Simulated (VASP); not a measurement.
# ZnO (P6_3mc) in VASP: a series of runs

ZnO is run at these levels: B3LYP, PBE; tasks: single point.

Everything below comes from runs of VASP 6.6.1. Logs are shortened: lines on timing, memory, paths and dates and some standing lists are left out, and cuts for length are marked.

**1. The cell of the first run**

Symmetry: P6_3mc, No. 186, hexagonal system. The conventional cell has a = 3.249 Å, b = 3.249 Å, c = 5.206 Å, α = 90.00°, β = 90.00°, γ = 120.00°. Within 2.6 Å of Zn (site symmetry 3m) lie 4 O at 1.97 to 1.98 Å. Within 2.6 Å of O (site symmetry 3m) lie 4 Zn at 1.97 to 1.98 Å.

**2. Single point, B3LYP**

POSCAR reads:

```
ZnO
1.0
    3.2493080000      0.0000000000      0.0000000000
   -1.6246540000      2.8139832727      0.0000000000
    0.0000000000      0.0000000000      5.2057090000
Zn O
2 2
Direct
    0.6666666667      0.3333333333      0.0000000000
    0.3333333333      0.6666666667      0.5000000000
    0.3333333333      0.6666666667      0.8790100000
    0.6666666667      0.3333333333      0.3790100000
```

INCAR.step1 reads:

```
SYSTEM = ZnO
PREC     = Accurate       ! precision mode
ENCUT    = 520            ! plane-wave cutoff, eV
EDIFF    = 1E-5           ! SCF threshold, eV
ISMEAR   = -1             ! smearing method
SIGMA    = 0.05           ! smearing width, eV
LREAL    = .False.        ! projectors in reciprocal space
LASPH    = .True.         ! aspherical terms in the spheres
NELM     = 100            ! most SCF steps
ALGO     = Normal         ! electronic algorithm
ISIF     = 2              ! what is computed and relaxed
LWAVE    = .True.         ! write WAVECAR
LCHARG   = .False.        ! write CHGCAR
NBANDS   = 26             ! bands
GGA      = PE             ! functional
```

INCAR.step2 reads:

```
SYSTEM = ZnO
PREC     = Accurate       ! precision mode
ENCUT    = 520            ! plane-wave cutoff, eV
EDIFF    = 1E-6           ! SCF threshold, eV
ISMEAR   = -1             ! smearing method
SIGMA    = 0.05           ! smearing width, eV
LREAL    = .False.        ! projectors in reciprocal space
LASPH    = .True.         ! aspherical terms in the spheres
NELM     = 100            ! most SCF steps
ALGO     = Normal         ! electronic algorithm
ISIF     = 2              ! what is computed and relaxed
LWAVE    = .False.        ! write WAVECAR
LCHARG   = .False.        ! write CHGCAR
GGA      = B3             ! functional
LHFCALC  = .True.         ! exact exchange
AEXX     = 0.2            ! exact-exchange fraction
AGGAX    = 0.72         
AGGAC    = 0.81         
ALDAC    = 0.19         
PRECFOCK = Normal       
NBANDS   = 26             ! bands
ISTART   = 1
```

KPOINTS reads:

```
Automatic mesh
0
Gamma
  5 5 3
  0 0 0
```

Potentials or basis: VASP PAW PBE potentials, release 64 (Zn, O).

Run with:

```sh
$ cat potpaw_PBE.64/Zn/POTCAR potpaw_PBE.64/O/POTCAR > POTCAR
$ cp INCAR.step1 INCAR
$ mpirun -np 1 vasp_std > vasp.out
$ cp INCAR.step2 INCAR
$ mpirun -np 1 vasp_std > vasp.out
```

OUTCAR:

```text
SYSTEM = ZnO
   PREC = Accurate
   ENCUT = 520
   EDIFF = 1E-6
   ISMEAR = -1
   LREAL = .False.
   LASPH = .True.
   NELM = 100
   ISIF = 2
   GGA = B3
   LHFCALC = .True.
   AEXX = 0.2
   PRECFOCK = Normal
   ISTART = 1

 ion  position               nearest neighbor table
   1  0.667  0.333  0.000-   4 1.97   3 1.98   3 1.98   3 1.98
   2  0.333  0.667  0.500-   3 1.97   4 1.98   4 1.98   4 1.98
   3  0.333  0.667  0.879-   2 1.97   1 1.98   1 1.98   1 1.98
   4  0.667  0.333  0.379-   1 1.97   2 1.98   2 1.98   2 1.98

  LATTYP: Found a hexagonal cell.
 ALAT       =     3.2493080000
 C/A-ratio  =     1.6020977390

  Lattice vectors:

 A1 = (   3.2493080000,   0.0000000000,   0.0000000000)
 A2 = (  -1.6246540000,   2.8139832727,   0.0000000000)
 A3 = (   0.0000000000,   0.0000000000,   5.2057090000)

Analysis of symmetry for initial positions (statically):
=====================================================================
 Subroutine PRICEL returns:
 Original cell was already a primitive cell.

 Routine SETGRP: Setting up the symmetry group for a
 hexagonal supercell.

 Subroutine GETGRP returns: Found 12 space group operations
 (whereof  6 operations were pure point group operations)
 out of a pool of 24 trial point group operations.

The static configuration has the point symmetry C_3v.
 The point group associated with its full space group is C_6v.

Analysis of symmetry for dynamics (positions and initial velocities):
=====================================================================
 Subroutine PRICEL returns:
 Original cell was already a primitive cell.

 Routine SETGRP: Setting up the symmetry group for a
 hexagonal supercell.

 Subroutine GETGRP returns: Found 12 space group operations
 (whereof  6 operations were pure point group operations)
 out of a pool of 24 trial point group operations.

The dynamic configuration has the point symmetry C_3v.
 The point group associated with its full space group is C_6v.

 Subroutine INISYM returns: Found 12 space group operations
 (whereof  6 operations are pure point group operations),
 and found     1 'primitive' translations

----------------------------------------------------------------------------------------

                                     Primitive cell

  volume of cell :      47.5984

  direct lattice vectors                    reciprocal lattice vectors
     3.249308000  0.000000000  0.000000000     0.307757836  0.177684070  0.000000000
    -1.624654000  2.813983273  0.000000000     0.000000000  0.355368139  0.000000000
     0.000000000  0.000000000  5.205709000     0.000000000  0.000000000  0.192096792

  length of vectors
     3.249308000  3.249308000  5.205709000     0.355368139  0.355368139  0.192096792

  position of ions in fractional coordinates (direct lattice)
     0.666666667  0.333333333  0.000000000
     0.333333333  0.666666667  0.500000000
     0.333333333  0.666666667  0.879010000
     0.666666667  0.333333333  0.379010000

  ion indices of the primitive-cell ions
   primitive index   ion index
                 1           1
                 2           2
                 3           3
                 4           4

----------------------------------------------------------------------------------------

 KPOINTS: Automatic mesh

Automatic generation of k-mesh.
 Grid dimensions read from file:
 generate k-points for:    5    5    3

 Generating k-lattice:

  Cartesian coordinates                     Fractional coordinates (reciprocal lattice)
     0.061551567  0.035536814  0.000000000     0.200000000  0.000000000  0.000000000
     0.000000000  0.071073628  0.000000000     0.000000000  0.200000000  0.000000000
     0.000000000  0.000000000  0.064032264     0.000000000  0.000000000  0.333333333

  Length of vectors
     0.071073628  0.071073628  0.064032264

  Shift w.r.t. Gamma in fractional coordinates (k-lattice)
     0.000000000  0.000000000  0.000000000

 Subroutine IBZKPT returns following result:
 ===========================================

 Found     10 irreducible k-points:

 Following reciprocal coordinates:
            Coordinates               Weight
  0.000000  0.000000  0.000000      1.000000
  0.200000 -0.000000  0.000000      6.000000
  0.400000 -0.000000  0.000000      6.000000
  0.200000  0.200000  0.000000      6.000000
  0.400000  0.200000  0.000000      6.000000
  0.000000  0.000000  0.333333      2.000000
  0.200000 -0.000000  0.333333     12.000000
  0.400000 -0.000000  0.333333     12.000000
  0.200000  0.200000  0.333333     12.000000
  0.400000  0.200000  0.333333     12.000000
   k-points           NKPTS =     10   k-points in BZ     NKDIM =     75   number of bands    NBANDS=     26
   number of dos      NEDOS =    301   number of ions     NIONS =      4
   total plane-waves  NPLWV =  23040
   dimension x,y,z NGX =    24 NGY =   24 NGZ =   40
   dimension x,y,z NGXF=    48 NGYF=   48 NGZF=   80
   ions per type =               2   2
   NGX,Y,Z   is equivalent  to a cutoff of  12.28, 12.28, 12.77 a.u.
   NGXF,Y,Z  is equivalent  to a cutoff of  24.56, 24.56, 25.55 a.u.
 SYSTEM =  ZnO
   PREC   = accura    normal or accurate (medium, high low for compatibility)
   ISTART =      1    job   : 0-new  1-cont  2-samecut
   ICHARG =      0    charge: 1-file 2-atom 10-const
   ISPIN  =      1    spin polarized calculation?
   LNONCOLLINEAR =      F non collinear calculations
   LSORBIT =      F    spin-orbit coupling
   LASPH  =      T    aspherical Exc in radial PAW
   ENCUT  =  520.0 eV  38.22 Ry    6.18 a.u.   6.04  6.04  9.68*2*pi/ulx,y,z
   NELM   =    100;   NELMIN=  2; NELMDL=  0     # of ELM steps
   EDIFF  = 0.1E-05   stopping-criterion for ELM
   LREAL  =      F    real-space projection
   EDIFFG = 0.1E-04   stopping-criterion for IOM
   NSW    =      0    number of steps for IOM
   IBRION =     -1    ionic relax: 0-MD 1-quasi-New 2-CG
   NFREE  =      0    steps in history (QN), initial steepest desc. (CG)
   ISIF   =      2    stress and relaxation
   ISYM   =      3    0-nonsym 1-usesym 2-fastsym
   POTIM  = 0.5000    time-step for ionic-motion
   TEBEG  =    0.0;   TEEND  =   0.0 temperature during run
   PSTRESS=    0.0 pullay stress
   NELECT =      36.0000    total number of electrons
   NUPDOWN=      -1.0000    fix difference up-down
   EMIN   =  10.00;   EMAX   =-10.00  energy-range for DOS
   EFERMI =   0.00;   METHOD = LEGACY
   ISMEAR =    -1;   SIGMA  =   0.05  broadening in eV -4-tet -1-fermi 0-gaus
   EFERMI_NEDOS =   21; number of points for ismear=-14 and -15
   IALGO  =     38    algorithm
   IMIX   =      1    mixing-type and parameters
     AMIX     =   0.40;   BMIX     =  1.00
     AMIX_MAG =   1.60;   BMIX_MAG =  1.00
  volume/ion in A,a.u.               =      11.90        80.30
  Fermi-wavevector in a.u.,A,eV,Ry     =   1.491574  2.818667 30.270160  2.224794
  Thomas-Fermi vector in A             =   2.604212
   LORBIT       =      0    0 simple, 1 ext, 2 COOP (PROOUT), +10 PAW based schemes
   GGA     = B3    functional components
   LHFCALC =     T    Hartree Fock is set to
   PRECFOCK=normal    Normal, Fast or Accurate (Low or Medium for compatibility)
   ENCUT4O =  -1.0   cutoff for four orbital integrals eV
   NKREDX  =     1    reduce k-point grid by
   NKREDY  =     1    reduce k-point grid by
   NKREDZ  =     1    reduce k-point grid by
   AEXX    =    0.2000 exact exchange contribution
   HFSCREEN=    0.0000 screening length (either q_TF or 0.3 A-1)
   HFSCREENC=   0.0000 screening length for correlation (either q_TF or 0.3 A-1)
   ENCUTFOCK=  -1.0 apply spherical cutoff to Coloumb kernel
   IVDW    =     0    specifies the selected vdW correction
   LEPSILON=     F    determine dielectric tensor
   LRPA    =     F    only Hartree local field effects (RPA)
 non-spin polarized calculation
  energy-cutoff  :      520.00
  volume of cell :       47.60
 maximum number of plane-waves:      1289
  NGX = 20; NGY = 20; NGZ = 30

 number of electron      36.0000017 magnetization

 Free energy of the ion-electron system (eV)
  ---------------------------------------------------
  ext. energy  EPLUGINS =         0.00000000
  ---------------------------------------------------
  free energy    TOTEN  =       -21.56500895 eV

  energy without entropy =      -21.56500895  energy(sigma->0) =      -21.56500895

 E-fermi :   1.0398     XC(G=0):  -8.7539

 val. band max:       -0.0369880400   @ k =   0.0000   0.0000   0.0000
 cond. band min:       2.8548205457   @ k =   0.0000   0.0000   0.0000
 fundamental gap:      2.8918085857
 Fermi energy:         1.0397919945

 k-point     1 :       0.0000    0.0000    0.0000
  band No.  band energies     occupation
      1     -19.1200      2.00000
      2     -18.3687      2.00000
      3      -6.5417      2.00000
      4      -6.5417      2.00000
      5      -6.5125      2.00000
      6      -6.3415      2.00000
[... 18 lines left out ...]
     25      16.5557      0.00000
     26      16.5558      0.00000

 k-point     2 :       0.2000   -0.0000    0.0000
  band No.  band energies     occupation
      1     -18.9094      2.00000
      2     -18.2830      2.00000
      3      -6.6381      2.00000
      4      -6.4325      2.00000
      5      -6.4171      2.00000
      6      -6.2860      2.00000
[... 18 lines left out ...]
     25      16.1727      0.00000
     26      16.7234      0.00000

 k-point     3 :       0.4000   -0.0000    0.0000
  band No.  band energies     occupation
      1     -18.5071      2.00000
      2     -18.1850      2.00000
      3      -6.6479      2.00000
      4      -6.3100      2.00000
      5      -6.3092      2.00000
      6      -5.9205      2.00000
[... 166 lines left out ...]
 k-point     9 :       0.2000    0.2000    0.3333
  band No.  band energies     occupation
      1     -18.4925      2.00000
      2     -18.2902      2.00000
      3      -6.5969      2.00000
      4      -6.5384      2.00000
      5      -6.2612      2.00000
      6      -6.1852      2.00000
[... 18 lines left out ...]
     25      15.0554      0.00000
     26      17.1498      0.00000

 k-point    10 :       0.4000    0.2000    0.3333
  band No.  band energies     occupation
      1     -18.2969      2.00000
      2     -18.2242      2.00000
      3      -6.5390      2.00000
      4      -6.3713      2.00000
      5      -6.2664      2.00000
      6      -5.9736      2.00000
[... 18 lines left out ...]
     25      16.2244      0.00000
     26      17.0139      0.00000

------------------------ aborting loop because EDIFF is reached ----------------------------------------

  FORCE on cell =-STRESS in cart. coord.  units (eV):
  Direction    XX          YY          ZZ          XY          YZ          ZX
  --------------------------------------------------------------------------------------
  -------------------------------------------------------------------------------------
  Total        1.4674435      1.4674435      1.9912058     -0.0000000      0.0000000      0.0000000
  in kB       49.3946244     49.3946244     67.0246341     -0.0000000      0.0000000      0.0000000
  external PRESSURE =      55.2712943 kB  Pullay stress =       0.0000000 kB

 VOLUME and BASIS-vectors are now :
 -----------------------------------------------------------------------------
  energy-cutoff  :      520.00
  volume of cell :       47.60
      direct lattice vectors                 reciprocal lattice vectors
     3.249308000  0.000000000  0.000000000     0.307757836  0.177684070  0.000000000
    -1.624654000  2.813983273  0.000000000     0.000000000  0.355368139  0.000000000
     0.000000000  0.000000000  5.205709000     0.000000000  0.000000000  0.192096792

 POSITION                                       TOTAL-FORCE (eV/Angst)
 -----------------------------------------------------------------------------------
      1.62465      0.93799      0.00000        -0.000000      0.000000     -0.078468
     -0.00000      1.87599      2.60285         0.000000      0.000000     -0.078468
     -0.00000      1.87599      4.57587        -0.000000      0.000000      0.078468
      1.62465      0.93799      1.97302         0.000000      0.000000      0.078468
 -----------------------------------------------------------------------------------
    total drift:                               -0.000000     -0.000000      0.000101

  FREE ENERGIE OF THE ION-ELECTRON SYSTEM (eV)
  ---------------------------------------------------
  free  energy   TOTEN  =       -21.5650089458 eV

  energy  without entropy=      -21.5650089458  energy(sigma->0) =      -21.56500895
```

Wall time 73 min (1 thread of Intel Xeon 8259CL, shared host); peak memory 0.18 GiB.

What came out:

```yaml
Free_energy: -21.5650 eV
Pressure: 5.5 GPa
Largest_force: 0.078 eV/Å
Band_gap_on_the_k_mesh: 2.89 eV
```

Forces in eV/Å, atoms in the order of the input:
```
Zn   0.000  0.000 -0.078
Zn   0.000  0.000 -0.078
O    0.000  0.000  0.078
O    0.000  0.000  0.078
```

Caveat: the k points lie up to 0.45 Å⁻¹ apart; the PAW data sets were made with another functional, which shifts forces and pressure a little.

**3. Single point, PBE**

INCAR reads:

```
PREC = Accurate
ENCUT = 1340
EDIFF = 1E-6
ISMEAR = -1
SIGMA = 0.05
LREAL = F
LASPH = T
NELM = 120
ALGO = Normal
ISIF = 2
LWAVE = F
LCHARG = T
GGA = PE
LELF = T
LVHAR = T
NBANDS = 26
GGA_COMPAT = F
```

KPOINTS reads:

```
regular mesh
0
Gamma
  5 5 3
```

POSCAR is that of step 2.

Potentials or basis: VASP PAW PBE potentials, release 64 (Zn, O_h).

Run with:

```sh
$ cat potpaw_PBE.64/Zn/POTCAR potpaw_PBE.64/O_h/POTCAR > POTCAR
$ mpirun -np 1 vasp_std > vasp.out
```

It took 30 s on 1 thread of Intel Xeon 6975P-C (Granite Rapids), shared host; peak memory 0.31 GiB.

It converged, with:

| Quantity | Value |
| --- | --- |
| Free energy | -17.8297 eV |
| Pressure | 5.8 GPa |
| Largest force | 0.073 eV/Å |
| Band gap on the k mesh | 0.79 eV |

Forces in eV/Å, atoms in the order of the input:
```
Zn   0.000  0.000 -0.073
Zn   0.000  0.000 -0.073
O    0.000  0.000  0.073
O    0.000  0.000  0.073
```

Stress tensor (GPa, compression positive):
```
5.25 0.00 0.00
0.00 5.25 0.00
0.00 0.00 6.93
```

Levels at points of the mesh, in eV from the valence-band top:
| k point | band 16 | band 17 | band 18 | band 19 | band 20 | band 21 |
| --- | --- | --- | --- | --- | --- | --- |
| (0.00, 0.00, 0.00) | -0.07 | 0.00 | 0.00 | 0.79 | 5.21 | 8.26 |

Caveat: the k points lie up to 0.45 Å⁻¹ apart; semilocal functionals underestimate gaps, and a narrow one can read as zero.
